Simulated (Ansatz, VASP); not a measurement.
**MnS in VASP and in Ansatz**

The input POSCAR:

```
MnS
1.0
    3.9760000000      0.0000000000      0.0000000000
   -1.9880000000      3.4433170100      0.0000000000
    0.0000000000      0.0000000000      6.4320000000
Mn S
2 2
Direct
    0.3333333328      0.6666666657      0.0000000000
    0.6666666672      0.3333333343      0.5000000000
    0.3333333328      0.6666666657      0.3850000000
    0.6666666672      0.3333333343      0.8850000000
```

INCAR.step1

```
SYSTEM = MnS
PREC = Accurate
ENCUT = 520
ISMEAR = -1
SIGMA = 0.01
LREAL = .False.
LASPH = .True.
NELM = 150
ISPIN = 2
MAGMOM = 4 -4 0 0
LMAXMIX = 4
LDAU = .True.
LDAUTYPE = 1
LDAUL = 2 -1
LDAUU = 4.4 0
LDAUJ = 0.9 0
NBANDS = 31
GGA = PE
ALGO = Normal
EDIFF = 1E-4
LWAVE = .True.
LCHARG = .False.
```

The input INCAR.step2:

```
SYSTEM = MnS
PREC = Accurate
ENCUT = 520
EDIFF = 1E-6
ISMEAR = -1
SIGMA = 0.01
LREAL = .False.
LASPH = .True.
NELM = 150
ALGO = Normal
ISIF = 2
LWAVE = .False.
LCHARG = .False.
ISPIN = 2
MAGMOM = 4 -4 0 0
LORBIT = 11
LMAXMIX = 4
LDAU = .True.
LDAUTYPE = 1
LDAUL = 2 -1
LDAUU = 4.4 0
LDAUJ = 0.9 0
LDAUPRINT = 1
METAGGA = R2SCAN
LMIXTAU = .True.
NBANDS = 31
ISTART = 1
```

The input KPOINTS:

```
Automatic mesh
0
Gamma
  4 4 2
  0 0 0
```

Input for Ansatz:

```yaml
crystal:
  lattice:
    - [3.976, 0.0, 0.0]
    - [-1.988, 3.44331701, 0.0]
    - [0.0, 0.0, 6.432]
  atoms:
    - { symbol: Mn, position: [0.33333333284930394, 0.6666666656986079, 0.0], spin: 4.0 }
    - { symbol: Mn, position: [0.6666666671506961, 0.3333333343013921, 0.5], spin: -4.0 }
    - { symbol: S, position: [0.33333333284930394, 0.6666666656986079, 0.38499999999999995], spin: 0.0 }
    - { symbol: S, position: [0.6666666671506961, 0.3333333343013921, 0.8849999999999999], spin: 0.0 }
kpoints:
  mp_grid:
    grid: [4, 4, 2]
hamiltonian:
  xc: r2scan
  hubbard:
    - { species: Mn, l: d, u: 4.4, j: 0.9 }
magnetization:
  spin_polarized: true
scf:
  mixing:
    algorithm: anderson
    beta: 0.6
    ndim: 5
  occupations:
    method: fermi_dirac
    width: 0.01
output:
  eigenvalues: true
```

Alike in both runs: task single point; functional r2SCAN; k mesh 4 × 4 × 2; occupations fermi-dirac, width 0.01 eV; collinear spin; Hubbard terms Mn d U = 4.4 eV, J = 0.9 eV.

|  | VASP | Ansatz |
| --- | --- | --- |
| version | VASP 6.6.1 | Ansatz 0.2.0 |
| potentials or method | VASP PAW PBE potentials, release 64 (Mn_pv, S) | plane waves, PAW |
| plane-wave cutoff (eV) | 520 | 500 |
| valence electrons in the cell | 38 | 42 |

Ansatz gave:

```
gap on the k mesh at the Fermi level (eV)                     : 2.78
net moment per atom (μB)                                      : 0.00
size of the moment on the site where the two differ most (μB) : 4.36
```

Question: What did VASP give for the same quantities?

Answer: gap on the k mesh at the Fermi level (eV): 2.79; net moment per atom (μB): 0.00; size of the moment on the site where the two differ most (μB): 4.57.

VASP's potentials were made for PBE, not for r2SCAN. Site moments also hang on the region over which each program counts them. The programs project onto different local orbitals, so the same U acts differently, and such runs can settle in different states. VASP's potentials hold 38 valence electrons a cell and Ansatz's 42, so a difference there can come from the potentials and not from the codes. Ansatz's warnings: stability check not made.

The k mesh is coarse, so the values compare programs but aren't converged.
